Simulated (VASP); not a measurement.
K2S: elastic constants with PBEsol

The system is K2S.

```xyz
3
Lattice="0.0000 3.6679 3.6679 3.6679 0.0000 3.6679 3.6679 3.6679 0.0000" Properties=species:S:1:pos:R:3 pbc="T T T"
K     1.8340    1.8340    1.8340
K     5.5019    5.5019    5.5019
S     0.0000    0.0000    0.0000
```

- Program: VASP 6.6.1
- Task: elastic constants
- Functional: PBEsol
- Potentials or basis: VASP PAW PBE potentials, release 64 (K_sv, S)
- Cutoff: 500 eV
- k mesh: 6 × 6 × 6
- Occupations: gaussian, width 0.01 eV
- Spin: no spin polarisation
- Dipole correction: no
- Ions in elastic constants: relaxed
- Further INCAR settings: ALGO = Normal; EDIFF = 1e-08; IBRION = 6; POTIM = 0.015; NSW = 1; ISIF = 3

```yaml
Elastic_constants_C11_C12_C44: 36, 12, 9 GPa
Voigt_bulk_modulus: 20 GPa
Highest_phonon_frequency_at_Γ_LO-TO_splitting_left_out: 167 cm⁻¹
```

Phonon frequencies in cm⁻¹ (negative: imaginary):
| q point | frequencies |
| --- | --- |
| (0.000, 0.000, 0.000) | 0 0 0 128 128 128 167 167 167 |

Elastic tensor in Voigt notation (GPa, in the Cartesian axes of the cell as first typed):
```
36 12 12  0  0  0
12 36 12  0  0  0
12 12 36  0  0  0
 0  0  0  9  0  0
 0  0  0  0  9  0
 0  0  0  0  0  9
```

Clamped-ion elastic tensor (GPa):
```
36 12 12  0  0  0
12 36 12  0  0  0
12 12 36  0  0  0
 0  0  0 12  0  0
 0  0  0  0 12  0
 0  0  0  0  0 12
```

It took 9.3 min on 1 thread of Intel(R) Xeon(R) 6975P-C (Granite Rapids), on a shared host, peak memory 0.34 GiB.

Caveat: the PAW data sets were made with another functional, which shifts forces and pressure a little.
